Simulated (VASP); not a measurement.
**NiGe: single point with PBE**

The system is NiGe.

```
CELL_PARAMETERS angstrom
5.29310 0.00000 0.00000
0.00000 3.43383 0.00000
0.00000 0.00000 5.67979
ATOMIC_POSITIONS crystal
Ni 0.99128 0.75000 0.18684
Ni 0.00872 0.25000 0.81316
Ni 0.50872 0.25000 0.68684
Ni 0.49128 0.75000 0.31316
Ge 0.81409 0.75000 0.58952
Ge 0.18591 0.25000 0.41048
Ge 0.68591 0.25000 0.08952
Ge 0.31409 0.75000 0.91048
```

This cell differs from its parent crystal: volume scaled by 0.94, then relaxed in part.

- Program: VASP 6.6.1
- Task: single point
- Functional: PBE
- Potentials or basis: VASP PAW PBE potentials, release 64 (Ni, Ge_d)
- Cutoff: 520 eV
- k mesh: 8 × 12 × 8
- Occupations: gaussian, width 0.1 eV
- Spin: no spin polarisation
- Dipole correction: no
- Further INCAR settings: ALGO = Normal; EDIFF = 1e-07; NBANDS = 58

```yaml
Pressure: 9.7 GPa
Largest_force: 0.006 eV/Å
Band_gap_on_the_k_mesh: zero (band 48 reaches 10.46 eV, above the bottom of band 49 at 8.76 eV)
```

Forces in eV/Å, atoms in the order of the input:
```
Ni  -0.005  0.000  0.000
Ni   0.005  0.000  0.000
Ni   0.005  0.000  0.000
Ni  -0.005  0.000  0.000
Ge   0.003  0.000  0.006
Ge  -0.003  0.000 -0.006
Ge  -0.003  0.000  0.006
Ge   0.003  0.000 -0.006
```

Stress tensor (GPa, compression positive):
```
9.77 0.00 0.00
0.00 9.63 0.00
0.00 0.00 9.74
```

Levels at points of the mesh, in eV from the Fermi level:
| k point | band 46 | band 47 | band 48 | band 49 | band 50 | band 51 |
| --- | --- | --- | --- | --- | --- | --- |
| (0.00, 0.00, 0.00) | -1.08 | -1.07 | -0.90 | 0.74 | 0.78 | 4.04 |
| (0.50, 0.00, 0.00) | -1.65 | 0.78 | 0.78 | 1.40 | 1.40 | 3.22 |
| (0.00, 0.50, 0.00) | -1.71 | -1.25 | -1.25 | -0.54 | -0.54 | 2.09 |
| (0.50, 0.50, 0.00) | -1.47 | -1.47 | -1.47 | 0.39 | 0.39 | 0.39 |
| (0.00, 0.00, 0.50) | -1.29 | -0.17 | -0.17 | 1.07 | 1.07 | 2.76 |
| (0.50, 0.00, 0.50) | -0.94 | 0.70 | 0.70 | 2.60 | 2.60 | 2.68 |
| (0.00, 0.50, 0.50) | -1.72 | -1.55 | -1.55 | 0.40 | 0.40 | 0.75 |
| (0.50, 0.50, 0.50) | -1.65 | -1.65 | -1.65 | 2.65 | 2.65 | 2.65 |

It took 17 min on 1 thread of Intel(R) Xeon(R) Platinum 8488C (Sapphire Rapids), with other jobs on the host, peak memory 0.78 GiB.

 Spin polarisation is off, so any magnetic state and its effect on volume and gap are missing.
